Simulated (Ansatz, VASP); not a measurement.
# Mg in VASP and in Ansatz

```xyz
1
Lattice="0.0000 2.3621 2.3621 2.3621 0.0000 2.3621 2.3621 2.3621 0.0000" Properties=species:S:1:pos:R:3 pbc="T T T"
Mg    0.0000    0.0000    0.0000
```

Alike in both runs: task single point; functional PBE; k mesh 6 × 6 × 6; occupations gaussian, width 0.1 eV; no spin polarisation.

|  | VASP | Ansatz |
| --- | --- | --- |
| version | VASP 6.6.1 | Ansatz 0.2.0 |
| potentials or method | VASP PAW PBE potentials, release 64 (Mg), cutoff 600 eV | scalar-relativistic, plane waves, PAW |
| valence electrons in the cell | 2 | 10 |

Ansatz gave:

* gap on the k mesh at the Fermi level (eV): none
* pressure (GPa): -3.9

Problem. What did VASP give for the same quantities?

Solution. gap on the k mesh at the Fermi level (eV): none; pressure (GPa): -4.0.

A gap of «none» marks a metal or a gap that the smearing closes. The functional is the same, so the differences come from potentials, cutoffs and numerics. VASP's potentials hold 2 valence electrons a cell and Ansatz's 10, so a difference there can come from the potentials and not from the codes.

The k mesh is coarse, so the values compare programs but aren't converged.
